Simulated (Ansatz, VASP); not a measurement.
CuI: VASP beside Ansatz

```
CELL_PARAMETERS angstrom
3.73317 -3.71109 0.00000
3.73317 3.71109 0.00000
0.00000 0.00000 4.17779
ATOMIC_POSITIONS crystal
Cu 0.42044 0.57956 0.75000
Cu 0.57956 0.42044 0.25000
I 0.77004 0.22996 0.75000
I 0.22996 0.77004 0.25000
```

Change from the starting cell: zz strain of -3 %.

Alike in both runs: task single point; functional LDA; k mesh 5 × 5 × 6; occupations fermi-dirac, width 0.02 eV; no spin polarisation.

|  | VASP | Ansatz |
| --- | --- | --- |
| version | VASP 6.6.1 | Ansatz 0.2.0 |
| potentials or method | VASP PAW LDA potentials, release 64 (Cu, I), cutoff 520 eV | all-electron LAPW, scalar-relativistic |

VASP gave:

| Property | Result |
| --- | --- |
| gap on the k mesh at the Fermi level (eV) | 0.86 |
| pressure (GPa) | -1.0 |
| traceless stress, the component that is largest in VASP (GPa) | -0.86 |
| rms of the force components (eV/Å) | 0.050 |

Task: Estimate Ansatz's values.

Result: gap on the k mesh at the Fermi level (eV): 0.82; pressure (GPa): -1.2; traceless stress, the component that is largest in VASP (GPa): -0.85; rms of the force components (eV/Å): 0.054.

LDA's correlation is that of Perdew and Zunger in VASP and of Perdew and Wang (1992) in Ansatz. Atom by atom the forces differ by 0.010 eV/Å (rms over components). Ansatz ran all-electron here, and VASP with PAW potentials.

Spin-orbit coupling is off throughout.
